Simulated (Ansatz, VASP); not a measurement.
## W in VASP and in Ansatz

```
CELL_PARAMETERS angstrom
5.05323 0.00000 0.00000
0.00000 5.05323 0.00000
0.00000 0.00000 5.05323
ATOMIC_POSITIONS crystal
W 0.00000 0.00000 0.00000
W 0.50000 0.50000 0.50000
W 0.00000 0.50000 0.25000
W 0.00000 0.50000 0.75000
W 0.25000 0.00000 0.50000
W 0.75000 0.00000 0.50000
W 0.50000 0.75000 0.00000
W 0.50000 0.25000 0.00000
```

Alike in both runs: functional r2SCAN; k mesh 5 × 5 × 5; occupations fermi-dirac, width 0.15 eV; no spin polarisation.

Ansatz relaxed the structure, and its values are those at the end. VASP's run is a single point on that final structure, the one shown.

|  | VASP | Ansatz |
| --- | --- | --- |
| version | VASP 6.6.1 | Ansatz 0.2.0 |
| potentials or method | VASP PAW PBE potentials, release 64 (W_sv), cutoff 550 eV | plane waves, PAW |
| valence electrons in the cell | 112 | 112 |

|  | VASP | Ansatz | Ansatz less VASP |
| --- | --- | --- | --- |
| gap on the k mesh at the Fermi level (eV) | none | none | - |
| pressure (GPa) | 1.2 | 0.0 | -1.25 |

VASP's potentials were made for PBE, not for r2SCAN. A gap of «none» marks a metal or a gap that the smearing closes. With one functional, cell and mesh, what is left measures potentials, basis and numerics.

Spin-orbit coupling is off throughout.
